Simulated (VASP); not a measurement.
Write the native input for VASP 6.6.1 that does the following.

| Item | Value |
| --- | --- |
| Task | single point |
| Functional | r2SCAN |
| Potentials or basis | VASP PAW PBE potentials, release 64 (V_sv, H) |
| Cutoff | 520 eV |
| k mesh | 16 × 16 × 16 |
| Occupations | gaussian, width 0.1 eV |
| Spin | no spin polarisation |
| Dipole correction | no |
| Further INCAR settings | ALGO = Normal; EDIFF = 1e-07; NBANDS = 14 |

Crystal: VH2.

```xyz
3
Lattice="0.0000 2.0938 2.0938 2.0938 0.0000 2.0938 2.0938 2.0938 0.0000" Properties=species:S:1:pos:R:3 pbc="T T T"
V     0.0000    0.0000    0.0000
H     1.0469    1.0469    1.0469
H     3.1406    3.1406    3.1406
```

The input as run:

POSCAR

```
VH2
1.0
    0.0000000000      2.0937543505      2.0937543505
    2.0937543505      0.0000000000      2.0937543505
    2.0937543505      2.0937543505      0.0000000000
V H
1 2
Direct
    0.0000000000      0.0000000000      0.0000000000
    0.2500000000      0.2500000000      0.2500000000
    0.7500000000      0.7500000000      0.7500000000
```

INCAR.step1

```
PREC = Accurate
ENCUT = 520
ISMEAR = 0
SIGMA = 0.1
LREAL = False
LASPH = True
NELM = 100
NBANDS = 14
GGA = PE
ALGO = Normal
EDIFF = 1E-4
LWAVE = True
LCHARG = False
```

INCAR.step2

```
PREC = Accurate
ENCUT = 520
EDIFF = 1E-7
ISMEAR = 0
SIGMA = 0.1
LREAL = False
LASPH = True
NELM = 100
ALGO = Normal
ISIF = 2
LWAVE = False
LCHARG = True
METAGGA = R2SCAN
LMIXTAU = True
LELF = True
LVHAR = True
NBANDS = 14
ISTART = 1
```

KPOINTS

```
Automatic mesh
0
Gamma
  16 16 16
```

Potentials or basis: VASP PAW PBE potentials, release 64 (V_sv, H).

Launch:

```sh
$ cat potpaw_PBE.64/V_sv/POTCAR potpaw_PBE.64/H/POTCAR > POTCAR
$ cp INCAR.step1 INCAR
$ mpirun -np 1 vasp_std > vasp.out
$ cp INCAR.step2 INCAR
$ mpirun -np 1 vasp_std > vasp.out
```

It gave:

The pressure is 0.4 GPa and the band gap on the k mesh is zero (an odd number of electrons rules out a gap without spin polarisation).

Caveat: the PAW data sets were made with another functional, which shifts forces and pressure a little.

Wall time 2.3 min on 1 thread of Intel(R) Xeon(R) Platinum 8375C CPU @ 2.90GHz (Ice Lake), with other jobs on the host, peak memory 0.17 GiB.
